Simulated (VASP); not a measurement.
# Nb (Fm-3m) in VASP: notebook

The runs below take Nb through relaxation of cell and atoms, with PBE.

Everything below comes from runs of VASP 6.6.1. Logs are shortened: lines on timing, memory, paths and dates and some standing lists are left out, and cuts for length are marked.

## (1) The cell of the first run

It takes space group Fm-3m (No. 225, cubic). Conventional cell: a = 4.190 Å, b = 4.190 Å, c = 4.190 Å, α = 90.00°, β = 90.00°, γ = 90.00°. Nb (site symmetry m-3m) has 12 Nb at 2.96 Å within 3.9 Å.

This isn't the form of Nb at room conditions, which is bcc.

## (2) Relaxation of cell and atoms, PBE, target pressure 40 GPa, at which the enthalpy is minimised

The input, INCAR:

```
PREC = Accurate ; ENCUT = 500
EDIFF = 1E-7 ; ISMEAR = 1
SIGMA = 0.1 ; LREAL = False
LASPH = True ; NELM = 120
ALGO = Normal ; ISIF = 3
LWAVE = False ; LCHARG = False
GGA = PE ; IBRION = 2
NSW = 60 ; EDIFFG = -0.03
PSTRESS = 400.0 ; GGA_COMPAT = False
NELMIN = 4
```

The input, KPOINTS:

```
regular mesh
0
Gamma
  8 8 8
```

The input, POSCAR:

```
Nb
1.0
    0.0000000000      2.0950000000      2.0950000000
    2.0950000000      0.0000000000      2.0950000000
    2.0950000000      2.0950000000      0.0000000000
Nb
1
Direct
    0.0000000000      0.0000000000      0.0000000000
```

Potentials or basis: VASP PAW PBE potentials, release 64 (Nb_sv).

Command:

```
$ cat potpaw_PBE.64/Nb_sv/POTCAR > POTCAR
$ mpirun -np 1 vasp_std > vasp.out
```

OUTCAR:

```text
PREC = Accurate
   ENCUT = 500
   EDIFF = 1E-7
   ISMEAR = 1
   LREAL = False
   LASPH = True
   NELM = 120
   ISIF = 3
   GGA = PE
   IBRION = 2
   NSW = 60
   EDIFFG = -0.03
   PSTRESS = 400.0
   NELMIN = 4

 ion  position               nearest neighbor table
   1  0.000  0.000  0.000-

  LATTYP: Found a face centered cubic cell.
 ALAT       =     4.1900000000

  Lattice vectors:

 A1 = (   0.0000000000,   2.0950000000,   2.0950000000)
 A2 = (   2.0950000000,   0.0000000000,   2.0950000000)
 A3 = (   2.0950000000,   2.0950000000,   0.0000000000)

Analysis of symmetry for initial positions (statically):
=====================================================================
 Subroutine PRICEL returns:
 Original cell was already a primitive cell.

 Routine SETGRP: Setting up the symmetry group for a
 face centered cubic supercell.

 Subroutine GETGRP returns: Found 48 space group operations
 (whereof 48 operations were pure point group operations)
 out of a pool of 48 trial point group operations.

The static configuration has the point symmetry O_h .

Analysis of symmetry for dynamics (positions and initial velocities):
=====================================================================
 Subroutine PRICEL returns:
 Original cell was already a primitive cell.

 Routine SETGRP: Setting up the symmetry group for a
 face centered cubic supercell.

 Subroutine GETGRP returns: Found 48 space group operations
 (whereof 48 operations were pure point group operations)
 out of a pool of 48 trial point group operations.

The dynamic configuration has the point symmetry O_h .

 Subroutine INISYM returns: Found 48 space group operations
 (whereof 48 operations are pure point group operations),
 and found     1 'primitive' translations

----------------------------------------------------------------------------------------

                                     Primitive cell

  volume of cell :      18.3900

  direct lattice vectors                    reciprocal lattice vectors
     0.000000000  2.095000000  2.095000000    -0.238663484  0.238663484  0.238663484
     2.095000000  0.000000000  2.095000000     0.238663484 -0.238663484  0.238663484
     2.095000000  2.095000000  0.000000000     0.238663484  0.238663484 -0.238663484

  length of vectors
     2.962777413  2.962777413  2.962777413     0.413377281  0.413377281  0.413377281

  position of ions in fractional coordinates (direct lattice)
     0.000000000  0.000000000  0.000000000

  ion indices of the primitive-cell ions
   primitive index   ion index
                 1           1

----------------------------------------------------------------------------------------

 KPOINTS: regular mesh

Automatic generation of k-mesh.
 Grid dimensions read from file:
 generate k-points for:    8    8    8

 Generating k-lattice:

  Cartesian coordinates                     Fractional coordinates (reciprocal lattice)
    -0.029832936  0.029832936  0.029832936     0.125000000  0.000000000  0.000000000
     0.029832936 -0.029832936  0.029832936     0.000000000  0.125000000  0.000000000
     0.029832936  0.029832936 -0.029832936     0.000000000  0.000000000  0.125000000

  Length of vectors
     0.051672160  0.051672160  0.051672160

  Shift w.r.t. Gamma in fractional coordinates (k-lattice)
     0.000000000  0.000000000  0.000000000

 Subroutine IBZKPT returns following result:
 ===========================================

 Found     29 irreducible k-points:

 Following reciprocal coordinates:
            Coordinates               Weight
  0.000000  0.000000  0.000000      1.000000
  0.125000  0.000000  0.000000      8.000000
  0.250000  0.000000  0.000000      8.000000
  0.375000  0.000000  0.000000      8.000000
  0.500000  0.000000  0.000000      4.000000
  0.125000  0.125000  0.000000      6.000000
[... 16 lines left out ...]
  0.500000  0.250000  0.125000     48.000000
 -0.375000  0.250000  0.125000     24.000000
 [... further k-points ...]
   k-points           NKPTS =     29   k-points in BZ     NKDIM =     29   number of bands    NBANDS=     10
   number of dos      NEDOS =    301   number of ions     NIONS =      1
   total plane-waves  NPLWV =  13824
   dimension x,y,z NGX =    24 NGY =   24 NGZ =   24
   dimension x,y,z NGXF=    48 NGYF=   48 NGZF=   48
   ions per type =               1
   NGX,Y,Z   is equivalent  to a cutoff of  13.47, 13.47, 13.47 a.u.
   NGXF,Y,Z  is equivalent  to a cutoff of  26.93, 26.93, 26.93 a.u.
 SYSTEM =  unknown system
   PREC   = accura    normal or accurate (medium, high low for compatibility)
   ISTART =      0    job   : 0-new  1-cont  2-samecut
   ICHARG =      2    charge: 1-file 2-atom 10-const
   ISPIN  =      1    spin polarized calculation?
   LNONCOLLINEAR =      F non collinear calculations
   LSORBIT =      F    spin-orbit coupling
   LASPH  =      T    aspherical Exc in radial PAW
   ENCUT  =  500.0 eV  36.75 Ry    6.06 a.u.   5.40  5.40  5.40*2*pi/ulx,y,z
   NELM   =    120;   NELMIN=  4; NELMDL= -5     # of ELM steps
   EDIFF  = 0.1E-06   stopping-criterion for ELM
   LREAL  =      F    real-space projection
   EDIFFG = -.3E-01   stopping-criterion for IOM
   NSW    =     60    number of steps for IOM
   IBRION =      2    ionic relax: 0-MD 1-quasi-New 2-CG
   NFREE  =      1    steps in history (QN), initial steepest desc. (CG)
   ISIF   =      3    stress and relaxation
   ISYM   =      2    0-nonsym 1-usesym 2-fastsym
   POTIM  = 0.5000    time-step for ionic-motion
   TEBEG  =    0.0;   TEEND  =   0.0 temperature during run
   PSTRESS=  400.0 pullay stress
   NELECT =      13.0000    total number of electrons
   NUPDOWN=      -1.0000    fix difference up-down
   EMIN   =  10.00;   EMAX   =-10.00  energy-range for DOS
   EFERMI =   0.00;   METHOD = LEGACY
   ISMEAR =     1;   SIGMA  =   0.10  broadening in eV -4-tet -1-fermi 0-gaus
   EFERMI_NEDOS =   21; number of points for ismear=-14 and -15
   IALGO  =     38    algorithm
   IMIX   =      4    mixing-type and parameters
     AMIX     =   0.40;   BMIX     =  1.00
     AMIX_MAG =   1.60;   BMIX_MAG =  1.00
  volume/ion in A,a.u.               =      18.39       124.10
  Fermi-wavevector in a.u.,A,eV,Ry     =   1.458351  2.755883 28.936684  2.126786
  Thomas-Fermi vector in A             =   2.575045
   LORBIT       =      0    0 simple, 1 ext, 2 COOP (PROOUT), +10 PAW based schemes
   GGA     = PE    functional components
   LHFCALC =     F    Hartree Fock is set to
   AEXX    =    0.0000 exact exchange contribution
   IVDW    =     0    specifies the selected vdW correction
   LEPSILON=     F    determine dielectric tensor
   LRPA    =     F    only Hartree local field effects (RPA)
 conjugate gradient relaxation of ions
 non-spin polarized calculation
 Methfessel and Paxton  Order N= 1 SIGMA  =   0.10
  energy-cutoff  :      500.00
  volume of cell :       18.39
 maximum number of plane-waves:       489
 NGX is ok and might be reduce to    24
   NGX = 11   NGY = 11   NGZ = 11

--------------------------------------- Ionic step        1  -------------------------------------------

 number of electron      13.0000001 magnetization

 Free energy of the ion-electron system (eV)
  ---------------------------------------------------
  ext. energy  EPLUGINS =         0.00000000
  ---------------------------------------------------
  free energy    TOTEN  =        -9.88126601 eV

  energy without entropy =       -9.88033493  energy(sigma->0) =       -9.88095565

------------------------ aborting loop because EDIFF is reached ----------------------------------------

  FORCE on cell =-STRESS in cart. coord.  units (eV):
  Direction    XX          YY          ZZ          XY          YZ          ZX
  --------------------------------------------------------------------------------------
  -------------------------------------------------------------------------------------
  Total        0.3066853      0.3066853      0.3066853      0.0000000      0.0000000     -0.0000000
  in kB       26.7190739     26.7190739     26.7190739      0.0000000      0.0000000     -0.0000000
  external PRESSURE =    -373.2809261 kB  Pullay stress =     400.0000000 kB
[... 133 lines left out ...]
  enthalpy is  TOTEN    =        -5.6501995259 eV   P V=        3.9407048891

--------------------------------------- Ionic step        5  -------------------------------------------

 number of electron      13.0000000 magnetization

 Free energy of the ion-electron system (eV)
  ---------------------------------------------------
  ext. energy  EPLUGINS =         0.00000000
  ---------------------------------------------------
  free energy    TOTEN  =        -9.55323124 eV

  energy without entropy =       -9.55394723  energy(sigma->0) =       -9.55346990

 E-fermi :  13.7816     XC(G=0): -13.2515

 val. band max:       13.6539523012   @ k =   0.0000   0.0000   0.0000
 cond. band min:      13.8000322261   @ k =  -0.3750   0.2500   0.1250
 fundamental gap:      0.1460799249
 Fermi energy:        13.7815962680

 k-point     1 :       0.0000    0.0000    0.0000
  band No.  band energies     occupation
      1     -40.9517      2.00000
      2     -15.8750      2.00000
      3     -15.8750      2.00000
      4     -15.8750      2.00000
      5       7.1479      2.00000
      6      13.6540      2.07015
      7      13.6540      2.07015
      8      13.6540      2.07015
      9      16.9869      0.00000
     10      16.9869      0.00000
[... 287 lines left out ...]
 k-point    24 :      -0.3750    0.2500    0.1250
  band No.  band energies     occupation
      1     -40.4832      2.00000
      2     -17.6850      2.00000
      3     -16.7070      2.00000
      4     -16.3163      2.00000
      5      10.6778      2.00000
      6      11.5381      2.00000
      7      13.8000      0.69377
      8      15.0005     -0.00000
      9      19.0294      0.00000
     10      22.7721      0.00000

 [... further k-points ...]

------------------------ aborting loop because EDIFF is reached ----------------------------------------

  FORCE on cell =-STRESS in cart. coord.  units (eV):
  Direction    XX          YY          ZZ          XY          YZ          ZX
  --------------------------------------------------------------------------------------
  -------------------------------------------------------------------------------------
  Total        3.9222860      3.9222860      3.9222860      0.0000000     -0.0000000      0.0000000
  in kB      402.1149006    402.1149006    402.1149006      0.0000000     -0.0000000      0.0000000
  external PRESSURE =       2.1149006 kB  Pullay stress =     400.0000000 kB
[... 16 lines left out ...]
  FREE ENERGIE OF THE ION-ELECTRON SYSTEM (eV)
  ---------------------------------------------------
  free  energy   TOTEN  =        -9.5532312358 eV

  energy  without entropy=       -9.5539472299  energy(sigma->0) =       -9.55346990

  enthalpy is  TOTEN    =        -5.6515742774 eV   P V=        3.9016569584

 reached required accuracy - stopping structural energy minimisation
```

Run time: 50 s. Hardware: 1 thread of Intel Xeon Platinum 8175M at 2.50GHz (Skylake/Cascade Lake), shared host; peak memory 0.15 GiB.

Results:

```
Free energy                                                : -9.5532 eV
Relaxed volume                                             : 15.63 Å³/atom
Relaxed cell                                               : a = 2.806 Å, b = 2.806 Å, c = 2.806 Å, α = 60.00°, β = 60.00°, γ = 60.00°
Space group after relaxing (to 0.1 Å)                      : Fm-3m (No. 225)
Energy change on relaxing (the run minimises the enthalpy) : +328.0 meV/atom
Ionic steps                                                : 5
Pressure after relaxing                                    : 40.2 GPa
Band gap on the k mesh                                     : zero (an odd number of electrons rules out a gap without spin polarisation)
```

The path:
```csv
step,energy change (eV),largest force (eV/Å),pressure (GPa),volume (Å³)
1,0.0000,0.0000,2.67,18.39
2,6.8050,0.0000,391.15,9.18
3,0.2064,0.0000,29.80,16.19
4,0.2904,0.0000,37.03,15.78
5,0.3280,0.0000,40.21,15.63
```

Final structure:
```
Nb
1.0
     0.00000    1.98437    1.98437
     1.98437    0.00000    1.98437
     1.98437    1.98437    0.00000
Nb
1
Cartesian
  0.0000 0.0000 0.0000
```

Levels at points of the mesh, in eV from the Fermi level:
| k point | band 3 | band 4 | band 5 | band 6 | band 7 | band 8 | band 9 | band 10 |
| --- | --- | --- | --- | --- | --- | --- | --- | --- |
| (0.00, 0.00, 0.00) | -29.66 | -29.66 | -6.63 | -0.13 | -0.13 | -0.13 | 3.21 | 3.21 |
| (0.50, 0.00, 0.00) | -29.92 | -29.92 | -4.64 | -0.39 | -0.39 | 2.17 | 5.76 | 5.76 |
| (0.50, 0.50, 0.00) | -30.39 | -30.39 | -5.23 | -4.40 | 4.86 | 5.75 | 6.51 | 6.51 |

Caveat: the cell is relaxed towards a set pressure, so the run minimises the enthalpy, not the energy; the volume moved by over 15 % at a fixed basis, so the end points are rough.

## (3) Relaxation of cell and atoms, PBE, target pressure 60 GPa, at which the enthalpy is minimised

The input, INCAR:

```
SYSTEM = Nb
PREC     = Accurate       ! precision mode
ENCUT    = 500            ! plane-wave cutoff, eV
EDIFF    = 1E-7           ! SCF threshold, eV
ISMEAR   = 1              ! smearing method
SIGMA    = 0.1            ! smearing width, eV
LREAL    = .False.        ! projectors in reciprocal space
LASPH    = .True.         ! aspherical terms in the spheres
NELM     = 120            ! most SCF steps
ALGO     = Normal         ! electronic algorithm
ISIF     = 3              ! what is computed and relaxed
LWAVE    = .False.        ! write WAVECAR
LCHARG   = .False.        ! write CHGCAR
GGA      = PE             ! functional
IBRION   = 2              ! ionic algorithm
NSW      = 60             ! ionic steps
EDIFFG   = -0.03          ! ionic threshold
PSTRESS  = 600.0        
GGA_COMPAT= .False.      
NELMIN   = 4
```

The input, KPOINTS:

```
Automatic mesh
0
Gamma
  8 8 8
  0 0 0
```

POSCAR is that of step 2.

Potentials or basis: VASP PAW PBE potentials, release 64 (Nb_sv).

Command:

```
$ cat potpaw_PBE.64/Nb_sv/POTCAR > POTCAR
$ mpirun -np 1 vasp_std > vasp.out
```

OUTCAR:

```text
SYSTEM = Nb
   PREC = Accurate
   ENCUT = 500
   EDIFF = 1E-7
   ISMEAR = 1
   LREAL = .False.
   LASPH = .True.
   NELM = 120
   ISIF = 3
   GGA = PE
   IBRION = 2
   NSW = 60
   EDIFFG = -0.03
   PSTRESS = 600.0
   NELMIN = 4

 ion  position               nearest neighbor table
   1  0.000  0.000  0.000-

  LATTYP: Found a face centered cubic cell.
 ALAT       =     4.1900000000

  Lattice vectors:

 A1 = (   0.0000000000,   2.0950000000,   2.0950000000)
 A2 = (   2.0950000000,   0.0000000000,   2.0950000000)
 A3 = (   2.0950000000,   2.0950000000,   0.0000000000)

Analysis of symmetry for initial positions (statically):
=====================================================================
 Subroutine PRICEL returns:
 Original cell was already a primitive cell.

 Routine SETGRP: Setting up the symmetry group for a
[... 442 lines left out ...]
 Fermi energy:        14.8065073567

 k-point     1 :       0.0000    0.0000    0.0000
  band No.  band energies     occupation
      1     -40.0273      2.00000
      2     -14.7347      2.00000
      3     -14.7347      2.00000
      4     -14.7347      2.00000
      5       8.0546      2.00000
      6      14.5256      2.00052
      7      14.5256      2.00052
      8      14.5256      2.00052
      9      18.1227      0.00000
     10      18.1227      0.00000
[... 287 lines left out ...]
 k-point    24 :      -0.3750    0.2500    0.1250
  band No.  band energies     occupation
      1     -39.4434      2.00000
      2     -16.8794      2.00000
      3     -15.7225      2.00000
      4     -15.2561      2.00000
      5      11.4814      2.00000
      6      12.2737      2.00000
      7      14.8566      0.25855
      8      15.9753     -0.00000
      9      20.3209      0.00000
     10      24.3470      0.00000

 [... further k-points ...]

------------------------ aborting loop because EDIFF is reached ----------------------------------------

  FORCE on cell =-STRESS in cart. coord.  units (eV):
  Direction    XX          YY          ZZ          XY          YZ          ZX
  --------------------------------------------------------------------------------------
  -------------------------------------------------------------------------------------
  Total        5.5227780      5.5227780      5.5227780      0.0000000     -0.0000000      0.0000000
  in kB      599.9782119    599.9782119    599.9782119      0.0000000     -0.0000000      0.0000000
  external PRESSURE =      -0.0217881 kB  Pullay stress =     600.0000000 kB
[... 20 lines left out ...]
  energy  without entropy=       -9.2786754181  energy(sigma->0) =       -9.27866656

  enthalpy is  TOTEN    =        -3.7556836149 eV   P V=        5.5229785136

 reached required accuracy - stopping structural energy minimisation
```

CONTCAR:

```text
Nb
   1.00000000000000
    -0.0000000000000000    1.9464095644402721    1.9464095644402721
     1.9464095644402721   -0.0000000000000000    1.9464095644402721
     1.9464095644402721    1.9464095644402721   -0.0000000000000000
  Nb
     1
Direct
     0.0000000000000000    0.0000000000000000    1.0000000000000000

  0.00000000E+00  0.00000000E+00  0.00000000E+00
```

It took 70 s on 1 thread of Intel Xeon Platinum 8175M at 2.50GHz (Skylake/Cascade Lake), shared host; peak memory 0.16 GiB.

What came out:

```yaml
Free_energy: -9.2787 eV
Relaxed_volume: 14.75 Å³/atom
Relaxed_cell: a = 2.753 Å, b = 2.753 Å, c = 2.753 Å, α = 60.00°, β = 60.00°, γ = 60.00°
Space_group_after_relaxing_to_0.1_Å: Fm-3m (No. 225)
Energy_change_on_relaxing_the_run_minimises_the_enthalpy: +602.6 meV/atom
Ionic_steps: 8
Pressure_after_relaxing: 60.0 GPa
Band_gap_on_the_k_mesh: zero (an odd number of electrons rules out a gap without spin polarisation)
```

The path:
```tsv
step	energy change (eV)	largest force (eV/Å)	pressure (GPa)	volume (Å³)
1	0.0000	0.0000	2.67	18.39
2	24.5823	0.0000	1718.24	5.85
3	0.3744	0.0000	44.05	15.45
4	0.4682	0.0000	51.17	15.14
5	0.5935	0.0000	59.42	14.77
6	0.6187	0.0000	61.02	14.71
7	0.5562	0.0000	57.03	14.88
8	0.6026	0.0000	60.00	14.75
```

Final structure:
```yaml
crystal:
  lattice:
    - [0.00000, 1.94641, 1.94641]
    - [1.94641, 0.00000, 1.94641]
    - [1.94641, 1.94641, 0.00000]
  atoms:
    - { symbol: Nb, position: [0.00000, 0.00000, 0.00000] }
```

Caveat: the cell is relaxed towards a set pressure, so the run minimises the enthalpy, not the energy; the volume moved by over 15 % at a fixed basis, so the end points are rough.
